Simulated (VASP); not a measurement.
# Cu (Fm-3m) in VASP: single point with PBE

Aim: the single point of Cu with PBE.

Everything below comes from runs of VASP 6.6.1. Logs are shortened: lines on timing, memory, paths and dates and some standing lists are left out, and cuts for length are marked.

## 1. The cell of the first run

The structure is cubic, space group Fm-3m (No. 225). The conventional cell has a = 3.629 Å, b = 3.629 Å, c = 3.629 Å, α = 90.00°, β = 90.00°, γ = 90.00°. Cu (site symmetry m-3m) has 12 Cu at 2.57 Å within 3.4 Å.

## 2. Single point, PBE

INCAR reads:

```
SYSTEM = Cu
PREC     = Accurate       ! precision mode
ENCUT    = 520            ! plane-wave cutoff, eV
EDIFF    = 1E-6           ! SCF threshold, eV
ISMEAR   = 0              ! smearing method
SIGMA    = 0.1            ! smearing width, eV
LREAL    = .FALSE.        ! projectors in reciprocal space
LASPH    = .TRUE.         ! aspherical terms in the spheres
NELM     = 80             ! most SCF steps
ALGO     = Normal         ! electronic algorithm
ISIF     = 2              ! what is computed and relaxed
LWAVE    = .FALSE.        ! write WAVECAR
LCHARG   = .FALSE.        ! write CHGCAR
GGA      = PE             ! functional
NBANDS   = 12             ! bands
```

KPOINTS reads:

```
regular mesh
0
G
  20 20 20
  0 0 0
```

POSCAR reads:

```
Cu
1.0
    0.0000000000      1.8144199031      1.8144199031
    1.8144199031      0.0000000000      1.8144199031
    1.8144199031      1.8144199031      0.0000000000
Cu
1
Direct
    0.0000000000      0.0000000000      0.0000000000
```

Potentials or basis: VASP PAW PBE potentials, release 64 (Cu).

Run with:

```bash
cat potpaw_PBE.64/Cu/POTCAR > POTCAR
mpirun -np 1 vasp_std > vasp.out
```

OUTCAR:

```text
SYSTEM = Cu
   PREC = Accurate
   ENCUT = 520
   EDIFF = 1E-6
   ISMEAR = 0
   LREAL = .FALSE.
   LASPH = .TRUE.
   NELM = 80
   ISIF = 2
   GGA = PE

 ion  position               nearest neighbor table
   1  0.000  0.000  0.000-

  LATTYP: Found a face centered cubic cell.
 ALAT       =     3.6288398062

  Lattice vectors:

 A1 = (   0.0000000000,   1.8144199031,   1.8144199031)
 A2 = (   1.8144199031,   0.0000000000,   1.8144199031)
 A3 = (   1.8144199031,   1.8144199031,   0.0000000000)

Analysis of symmetry for initial positions (statically):
=====================================================================
 Subroutine PRICEL returns:
 Original cell was already a primitive cell.

 Routine SETGRP: Setting up the symmetry group for a
 face centered cubic supercell.

 Subroutine GETGRP returns: Found 48 space group operations
 (whereof 48 operations were pure point group operations)
 out of a pool of 48 trial point group operations.

The static configuration has the point symmetry O_h .

Analysis of symmetry for dynamics (positions and initial velocities):
=====================================================================
 Subroutine PRICEL returns:
 Original cell was already a primitive cell.

 Routine SETGRP: Setting up the symmetry group for a
 face centered cubic supercell.

 Subroutine GETGRP returns: Found 48 space group operations
 (whereof 48 operations were pure point group operations)
 out of a pool of 48 trial point group operations.

The dynamic configuration has the point symmetry O_h .

 Subroutine INISYM returns: Found 48 space group operations
 (whereof 48 operations are pure point group operations),
 and found     1 'primitive' translations

----------------------------------------------------------------------------------------

                                     Primitive cell

  volume of cell :      11.9466

  direct lattice vectors                    reciprocal lattice vectors
     0.000000000  1.814419903  1.814419903    -0.275570169  0.275570169  0.275570169
     1.814419903  0.000000000  1.814419903     0.275570169 -0.275570169  0.275570169
     1.814419903  1.814419903  0.000000000     0.275570169  0.275570169 -0.275570169

  length of vectors
     2.565977235  2.565977235  2.565977235     0.477301534  0.477301534  0.477301534

  position of ions in fractional coordinates (direct lattice)
     0.000000000  0.000000000  0.000000000

  ion indices of the primitive-cell ions
   primitive index   ion index
                 1           1

----------------------------------------------------------------------------------------

 KPOINTS: regular mesh

Automatic generation of k-mesh.
 Grid dimensions read from file:
 generate k-points for:   20   20   20

 Generating k-lattice:

  Cartesian coordinates                     Fractional coordinates (reciprocal lattice)
    -0.013778508  0.013778508  0.013778508     0.050000000  0.000000000  0.000000000
     0.013778508 -0.013778508  0.013778508     0.000000000  0.050000000  0.000000000
     0.013778508  0.013778508 -0.013778508     0.000000000  0.000000000  0.050000000

  Length of vectors
     0.023865077  0.023865077  0.023865077

  Shift w.r.t. Gamma in fractional coordinates (k-lattice)
     0.000000000  0.000000000  0.000000000

 Subroutine IBZKPT returns following result:
 ===========================================

 Found    256 irreducible k-points:

 Following reciprocal coordinates:
            Coordinates               Weight
  0.000000  0.000000  0.000000      1.000000
  0.050000  0.000000  0.000000      8.000000
  0.100000  0.000000  0.000000      8.000000
  0.150000  0.000000  0.000000      8.000000
  0.200000  0.000000  0.000000      8.000000
  0.250000  0.000000  0.000000      8.000000
[... 16 lines left out ...]
 -0.400000  0.050000  0.000000     24.000000
 -0.350000  0.050000  0.000000     24.000000
 [... further k-points ...]
   k-points           NKPTS =    256   k-points in BZ     NKDIM =    256   number of bands    NBANDS=     12
   number of dos      NEDOS =    301   number of ions     NIONS =      1
   total plane-waves  NPLWV =   8000
   dimension x,y,z NGX =    20 NGY =   20 NGZ =   20
   dimension x,y,z NGXF=    40 NGYF=   40 NGZF=   40
   ions per type =               1
   NGX,Y,Z   is equivalent  to a cutoff of  12.96, 12.96, 12.96 a.u.
   NGXF,Y,Z  is equivalent  to a cutoff of  25.92, 25.92, 25.92 a.u.
 SYSTEM =  Cu
   PREC   = accura    normal or accurate (medium, high low for compatibility)
   ISTART =      0    job   : 0-new  1-cont  2-samecut
   ICHARG =      2    charge: 1-file 2-atom 10-const
   ISPIN  =      1    spin polarized calculation?
   LNONCOLLINEAR =      F non collinear calculations
   LSORBIT =      F    spin-orbit coupling
   LASPH  =      T    aspherical Exc in radial PAW
   ENCUT  =  520.0 eV  38.22 Ry    6.18 a.u.   4.77  4.77  4.77*2*pi/ulx,y,z
   NELM   =     80;   NELMIN=  2; NELMDL= -5     # of ELM steps
   EDIFF  = 0.1E-05   stopping-criterion for ELM
   LREAL  =      F    real-space projection
   EDIFFG = 0.1E-04   stopping-criterion for IOM
   NSW    =      0    number of steps for IOM
   IBRION =     -1    ionic relax: 0-MD 1-quasi-New 2-CG
   NFREE  =      0    steps in history (QN), initial steepest desc. (CG)
   ISIF   =      2    stress and relaxation
   ISYM   =      2    0-nonsym 1-usesym 2-fastsym
   POTIM  = 0.5000    time-step for ionic-motion
   TEBEG  =    0.0;   TEEND  =   0.0 temperature during run
   PSTRESS=    0.0 pullay stress
   NELECT =      11.0000    total number of electrons
   NUPDOWN=      -1.0000    fix difference up-down
   EMIN   =  10.00;   EMAX   =-10.00  energy-range for DOS
   EFERMI =   0.00;   METHOD = LEGACY
   ISMEAR =     0;   SIGMA  =   0.10  broadening in eV -4-tet -1-fermi 0-gaus
   EFERMI_NEDOS =   21; number of points for ismear=-14 and -15
   IALGO  =     38    algorithm
   IMIX   =      4    mixing-type and parameters
     AMIX     =   0.40;   BMIX     =  1.00
     AMIX_MAG =   1.60;   BMIX_MAG =  1.00
  volume/ion in A,a.u.               =      11.95        80.62
  Fermi-wavevector in a.u.,A,eV,Ry     =   1.592666  3.009702 34.512316  2.536584
  Thomas-Fermi vector in A             =   2.691015
   LORBIT       =      0    0 simple, 1 ext, 2 COOP (PROOUT), +10 PAW based schemes
   GGA     = PE    functional components
   LHFCALC =     F    Hartree Fock is set to
   AEXX    =    0.0000 exact exchange contribution
   IVDW    =     0    specifies the selected vdW correction
   LEPSILON=     F    determine dielectric tensor
   LRPA    =     F    only Hartree local field effects (RPA)
 non-spin polarized calculation
 Gauss-broadening in eV      SIGMA  =   0.10
  energy-cutoff  :      520.00
  volume of cell :       11.95
 maximum number of plane-waves:       332
   NGX =  9   NGY =  9   NGZ =  9

 number of electron      10.9999998 magnetization

 Free energy of the ion-electron system (eV)
  ---------------------------------------------------
  ext. energy  EPLUGINS =         0.00000000
  ---------------------------------------------------
  free energy    TOTEN  =        -3.72936006 eV

  energy without entropy =       -3.72802778  energy(sigma->0) =       -3.72869392

 E-fermi :   7.4178     XC(G=0): -12.6592

 val. band max:        7.3992371034   @ k =   0.5000   0.2500   0.1000
 cond. band min:       7.4650643167   @ k =   0.5000   0.3500   0.1500
 fundamental gap:      0.0658272133
 Fermi energy:         7.4177659590

 k-point     1 :       0.0000    0.0000    0.0000
  band No.  band energies     occupation
      1      -1.8199      2.00000
      2       4.4537      2.00000
      3       4.4537      2.00000
      4       4.4537      2.00000
      5       5.2612      2.00000
      6       5.2612      2.00000
      7      29.9465      0.00000
      8      32.5020      0.00000
      9      32.5020      0.00000
     10      32.5020      0.00000
     11      34.9855      0.00000
     12      34.9855      0.00000

 k-point     2 :       0.0500    0.0000    0.0000
  band No.  band energies     occupation
      1      -1.7295      2.00000
      2       4.4346      2.00000
      3       4.4708      2.00000
      4       4.4708      2.00000
      5       5.2543      2.00000
      6       5.2543      2.00000
      7      29.4400      0.00000
      8      31.2896      0.00000
      9      32.1967      0.00000
     10      32.1967      0.00000
     11      35.4207      0.00000
     12      35.4207      0.00000

 k-point     3 :       0.1000    0.0000    0.0000
  band No.  band energies     occupation
      1      -1.4605      2.00000
      2       4.3816      2.00000
      3       4.5167      2.00000
      4       4.5167      2.00000
      5       5.2390      2.00000
      6       5.2390      2.00000
      7      27.3956      0.00000
      8      30.6648      0.00000
      9      31.6056      0.00000
     10      31.6056      0.00000
     11      36.3717      0.00000
     12      36.3717      0.00000
[... 286 lines left out ...]
 k-point    23 :      -0.4000    0.0500    0.0000
  band No.  band energies     occupation
      1       2.3198      2.00000
      2       4.4301      2.00000
      3       4.4755      2.00000
      4       5.1739      2.00000
      5       5.6981      2.00000
      6       6.1651      2.00000
      7      12.8164      0.00000
      8      27.1724      0.00000
      9      29.0978      0.00000
     10      29.7081      0.00000
     11      32.6596      0.00000
     12      34.0299      0.00000

 k-point    24 :      -0.3500    0.0500    0.0000
  band No.  band energies     occupation
      1       1.9706      2.00000
      2       4.4797      2.00000
      3       4.5188      2.00000
      4       4.6547      2.00000
      5       5.5715      2.00000
      6       5.8504      2.00000
      7      14.6581      0.00000
      8      27.1060      0.00000
      9      29.5025      0.00000
     10      30.4165      0.00000
     11      32.7462      0.00000
     12      34.4685      0.00000

 [... further k-points ...]

------------------------ aborting loop because EDIFF is reached ----------------------------------------

  FORCE on cell =-STRESS in cart. coord.  units (eV):
  Direction    XX          YY          ZZ          XY          YZ          ZX
  --------------------------------------------------------------------------------------
  -------------------------------------------------------------------------------------
  Total        0.0507132      0.0507132      0.0507132     -0.0000000     -0.0000000      0.0000000
  in kB        6.8012365      6.8012365      6.8012365     -0.0000000     -0.0000000      0.0000000
  external PRESSURE =       6.8012365 kB  Pullay stress =       0.0000000 kB

 VOLUME and BASIS-vectors are now :
 -----------------------------------------------------------------------------
  energy-cutoff  :      520.00
  volume of cell :       11.95
      direct lattice vectors                 reciprocal lattice vectors
     0.000000000  1.814419903  1.814419903    -0.275570169  0.275570169  0.275570169
     1.814419903  0.000000000  1.814419903     0.275570169 -0.275570169  0.275570169
     1.814419903  1.814419903  0.000000000     0.275570169  0.275570169 -0.275570169

 POSITION                                       TOTAL-FORCE (eV/Angst)
 -----------------------------------------------------------------------------------
      0.00000      0.00000      0.00000         0.000000     -0.000000      0.000000
 -----------------------------------------------------------------------------------
    total drift:                                0.000000      0.000000      0.000000

  FREE ENERGIE OF THE ION-ELECTRON SYSTEM (eV)
  ---------------------------------------------------
  free  energy   TOTEN  =        -3.7293600577 eV

  energy  without entropy=       -3.7280277779  energy(sigma->0) =       -3.72869392
```

It took 11 s on 1 thread of Intel Xeon 6975P-C (Granite Rapids), shared host; peak memory 0.15 GiB.

Results:

```yaml
Free_energy: -3.7294 eV
Pressure: 0.7 GPa
```
